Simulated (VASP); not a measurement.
Here is a VASP 6.6.1 calculation.

File POSCAR:

```
W
1.0
   -1.5417540218      1.5417540218      1.5417540218
    1.5417540218     -1.5417540218      1.5417540218
    1.5417540218      1.5417540218     -1.5417540218
W
1
Direct
    0.0000000000      0.0000000000      0.0000000000
```

Contents of INCAR.step1:

```
SYSTEM = W
PREC = Accurate
ENCUT = 520
ISMEAR = 1
SIGMA = 0.05
LREAL = .False.
LASPH = .True.
NELM = 80
NBANDS = 13
GGA = PE
ALGO = Normal
EDIFF = 1E-4
LWAVE = .True.
LCHARG = .False.
```

Contents of INCAR.step2:

```
SYSTEM = W
PREC = Accurate
ENCUT = 520
EDIFF = 1E-6
ISMEAR = 1
SIGMA = 0.05
LREAL = .False.
LASPH = .True.
NELM = 80
ALGO = Normal
ISIF = 2
LWAVE = .False.
LCHARG = .False.
METAGGA = R2SCAN
LMIXTAU = .True.
NBANDS = 13
ISTART = 1
```

File KPOINTS:

```
Automatic mesh
0
Gamma
  13 13 13
  0 0 0
```

Potentials or basis: VASP PAW PBE potentials, release 64 (W_sv).

Command:

```sh
$ cat potpaw_PBE.64/W_sv/POTCAR > POTCAR
$ cp INCAR.step1 INCAR
$ mpirun -np 1 vasp_std > vasp.out
$ cp INCAR.step2 INCAR
$ mpirun -np 1 vasp_std > vasp.out
```

(1) Estimate the pressure.

(2) Predict the band gap on the k mesh.

## Answers

(1) 32.4 GPa.

(2) zero (band 7 reaches 17.62 eV, above the bottom of band 8 at 11.03 eV).

Caveat: the PAW data sets were made with another functional, which shifts forces and pressure a little; spin-orbit coupling is left out, which moves the levels of the heavy elements.
